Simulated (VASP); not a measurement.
A run of VASP 6.6.1 is set up as follows.

File INCAR:

```
ALGO = Normal ; EDIFF = 1E-8
ENCUT = 520 ; ISIF = 2
ISMEAR = -1 ; LASPH = T
LCHARG = F ; LEFG = T
LREAL = F ; LWAVE = F
NBANDS = 20 ; NELM = 80
PREC = Accurate ; SIGMA = 0.08
```

The input KPOINTS:

```
k-points
0
Gamma
  12 12 10
```

File POSCAR:

```
Ga
1.0
    1.4737747174     -4.1316511905      0.0000000000
    1.4737747174      4.1316511905      0.0000000000
    0.0000000000      0.0000000000      3.2219764511
Ga
2
Direct
    0.8670000000      0.1330000000      0.2500000000
    0.1330000000      0.8670000000      0.7500000000
```

Potentials or basis: VASP PAW LDA potentials, release 64 (Ga_d).

The run is started by

```console
$ cat potpaw_LDA.64/Ga_d/POTCAR > POTCAR
$ mpirun -np 1 vasp_std > vasp.out
```

**Question.** Predict the band gap on the k mesh.

**Answer.** Zero (band 13 reaches 9.87 eV, above the bottom of band 14 at 0.97 eV).

**Question.** What does it give for the largest force?

**Answer.** 0.155 eV/Å.

**Question.** Estimate the pressure.

**Answer.** -5.6 GPa.

Forces in eV/Å, atoms in the order of the input:
```
Ga   0.000  0.155  0.000
Ga   0.000 -0.155  0.000
```

Caveat: without QUAD_EFG the Cq values of the log hold for a quadrupole moment of 1 mb, not for the nuclei.
